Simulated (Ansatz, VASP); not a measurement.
## One calculation of Ge, two programs

Contents of INCAR:

```
PREC = Accurate ; ENCUT = 520
EDIFF = 1E-6 ; ISMEAR = 0
SIGMA = 0.1 ; LREAL = False
LASPH = True ; NELM = 80
ALGO = Normal ; ISIF = 2
LWAVE = False ; LCHARG = False
LDIPOL = True ; IDIPOL = 3
DIPOL = 0.5 0.5 0.381 ; GGA = PE
IVDW = 12 ; NBANDS = 36
```

The input KPOINTS:

```
regular mesh
0
Gamma
  9 9 1
```

POSCAR

```
Ge
1.0
    4.0226895460      0.0000000000      0.0000000000
   -2.0113447730      3.4837513384      0.0000000000
    0.0000000000      0.0000000000     18.8685220369
Ge
4
Direct
    0.3333333333      0.6666666667      0.2747571330
    0.6666666667      0.3333333333      0.2384924474
    0.5555555556      0.4444444444      0.5240750716
    0.8888888889      0.1111111111      0.4878103860
```

Input for Ansatz:

```yaml
crystal:
  lattice:
    - [4.022689546, 0.0, 0.0]
    - [-2.011344773, 3.4837513384, 0.0]
    - [0.0, 0.0, 18.8685220369]
  atoms:
    - { symbol: Ge, position: [0.3333333333, 0.6666666667, 0.274757133] }
    - { symbol: Ge, position: [0.6666666667, 0.3333333333, 0.2384924474] }
    - { symbol: Ge, position: [0.5555555556, 0.4444444444, 0.5240750716] }
    - { symbol: Ge, position: [0.8888888889, 0.1111111111, 0.487810386] }
basis:
  ecutwfc: 420
kpoints:
  mp_grid: { grid: [9, 9, 1] }
hamiltonian:
  xc: pbe
  pseudopotentials: { kind: paw, azcp: { folder: soft_1 } }
  dispersion: d3bj
scf:
  occupations: { method: gaussian, width: 0.1 }
output:
  forces: true
  eigenvalues: true
efield:
  axis: 3
  dipole_correction: true
  ramp_width: 0.04
```

Alike in both runs: task single point; functional PBE; dispersion D3(BJ); k mesh 9 × 9 × 1; occupations gaussian, width 0.1 eV; no spin polarisation.

|  | VASP | Ansatz |
| --- | --- | --- |
| version | VASP 6.6.1 | Ansatz 0.2.0 |
| potentials or method | VASP PAW PBE potentials, release 64 (Ge_d), cutoff 520 eV | scalar-relativistic, plane waves, PAW |
| valence electrons in the cell | 56 | 56 |

```csv
,VASP,Ansatz,Ansatz less VASP
gap on the k mesh at the Fermi level (eV),0.37,0.37,0.000
least direct gap on the mesh (eV),0.37,0.37,0.000
rms of the force components (eV/Å),0.052,0.052,+0.0001
```

Atom by atom the forces differ by 0.000 eV/Å (rms over components).
